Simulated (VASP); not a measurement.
Here is a VASP 6.6.1 calculation.

The input INCAR:

```
SYSTEM = B6Pd
PREC = Accurate
ENCUT = 600
EDIFF = 1E-6
ISMEAR = 0
SIGMA = 0.1
LREAL = .FALSE.
LASPH = .TRUE.
NELM = 80
ALGO = Normal
ISIF = 3
LWAVE = .FALSE.
LCHARG = .FALSE.
GGA = PE
IBRION = 2
NSW = 90
EDIFFG = -0.04
```

File KPOINTS:

```
Automatic mesh
0
G
  4 4 4
  0 0 0
```

Contents of POSCAR:

```
B6Pd
1.0
    3.8590143600      0.0000000000      0.0000000000
    0.0000000000      3.8590143600      0.0000000000
    0.0000000000      0.0000000000      3.8590143600
B Pd
6 1
Direct
    0.2897388000      0.0000000000      0.5000000000
    0.7102612000      0.0000000000      0.5000000000
    0.5000000000      0.2897388000      0.0000000000
    0.5000000000      0.7102612000      0.0000000000
    0.0000000000      0.5000000000      0.2897388000
    0.0000000000      0.5000000000      0.7102612000
    0.5000000000      0.5000000000      0.5000000000
```

Potentials or basis: VASP PAW PBE potentials, release 64 (B, Pd).

Run with:

```console
$ cat potpaw_PBE.64/B/POTCAR potpaw_PBE.64/Pd/POTCAR > POTCAR
$ mpirun -np 1 vasp_std > vasp.out
```

(1) Estimate the band gap on the k mesh.

(2) Estimate the space group after relaxing (to 0.1 Å).

(3) Predict the relaxed cell.

(4) What does it give for the relaxed volume?

Answers

(1) zero (bands 14 and 15 overlap by 3.98 eV).

(2) Pm-3 (No. 200).

(3) a = 3.899 Å, b = 3.899 Å, c = 3.899 Å, α = 90.00°, β = 90.00°, γ = 90.00°.

(4) 8.47 Å³/atom.

Caveat: the k points lie up to 0.40 Å⁻¹ apart in the final cell, too coarse for converged energies and pressures of a metal.
